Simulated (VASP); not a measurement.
Co, 1 atom in the cell. It takes space group Fm-3m (No. 225, cubic). The conventional cell has a = 3.644 Å, b = 3.644 Å, c = 3.644 Å, α = 90.00°, β = 90.00°, γ = 90.00°. Within 3.4 Å of Co (site symmetry m-3m) lie 12 Co at 2.58 Å.  This cell differs from its parent crystal: volume scaled by 1.12.

| Quantity | Value |
| --- | --- |
| Program | VASP 6.6.1 |
| Task | single point |
| Functional | BLYP |
| Potentials or basis | VASP PAW PBE potentials, release 64 (Co) |
| Cutoff | 520 eV |
| k mesh | 17 × 17 × 17 |
| Occupations | fermi-dirac, width 0.1 eV |
| Spin | no spin polarisation |
| Dipole correction | no |
| Further INCAR settings | ALGO = Normal; EDIFF = 1e-06; NBANDS = 10 |

Potentials or basis: VASP PAW PBE potentials, release 64 (Co).

The run is started by

```sh
$ cat potpaw_PBE.64/Co/POTCAR > POTCAR
$ mpirun -np 1 vasp_std > vasp.out
```

Hardware: 1 thread of Intel(R) Xeon(R) Platinum 8259CL CPU @ 2.50GHz (Skylake/Cascade Lake), on a shared host.

How long does it take, and how much memory?

It took 25 s on 1 thread of Intel(R) Xeon(R) Platinum 8259CL CPU @ 2.50GHz (Skylake/Cascade Lake), on a shared host, peak memory 0.14 GiB. Counts: scf iterations 12, k points 165.
